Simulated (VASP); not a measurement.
Wanted: the native input for a VASP 6.6.1 run.

```yaml
Task: single point
Functional: LDA
Potentials_or_basis: VASP PAW LDA potentials, release 64 (Ti_sv, Os)
Cutoff: 520 eV
k_mesh: 8 × 8 × 8
Occupations: fermi-dirac, width 0.05 eV
Spin: no spin polarisation
Dipole_correction: no
Further_INCAR_settings: ALGO = Normal; EDIFF = 1e-07; NBANDS = 17
```

The structure of TiOs lies in POSCAR:

```
TiOs
1.0
    3.0800000000      0.0000000000      0.0000000000
    0.0000000000      3.0800000000      0.0000000000
    0.0000000000      0.0000000000      3.0800000000
Ti Os
1 1
Direct
    0.5000000000      0.4675324675      0.5000000000
    0.0000000000      0.0000000000      0.0000000000
```

These files were run (other wordings do the same):

INCAR

```
PREC = Accurate
ENCUT = 520
EDIFF = 1E-7
ISMEAR = -1
SIGMA = 0.05
LREAL = False
LASPH = True
NELM = 60
ALGO = Normal
ISIF = 2
LWAVE = False
LCHARG = False
GGA = CA
NBANDS = 17
```

KPOINTS

```
regular mesh
0
Gamma
  8 8 8
```

Potentials or basis: VASP PAW LDA potentials, release 64 (Ti_sv, Os).

Launch:

```sh
$ cat potpaw_LDA.64/Ti_sv/POTCAR potpaw_LDA.64/Os/POTCAR > POTCAR
$ mpirun -np 1 vasp_std > vasp.out
```

It gave:

```yaml
Pressure: -9.3 GPa
Largest_force: 0.666 eV/Å
Band_gap_on_the_k_mesh: zero (bands 10 and 11 overlap by 1.33 eV)
```

Caveat: the cell stands under tension; spin-orbit coupling is left out, which moves the levels of the heavy elements.

It took 60 s on 1 thread of AMD EPYC 7571 (shared host), peak memory 0.13 GiB.
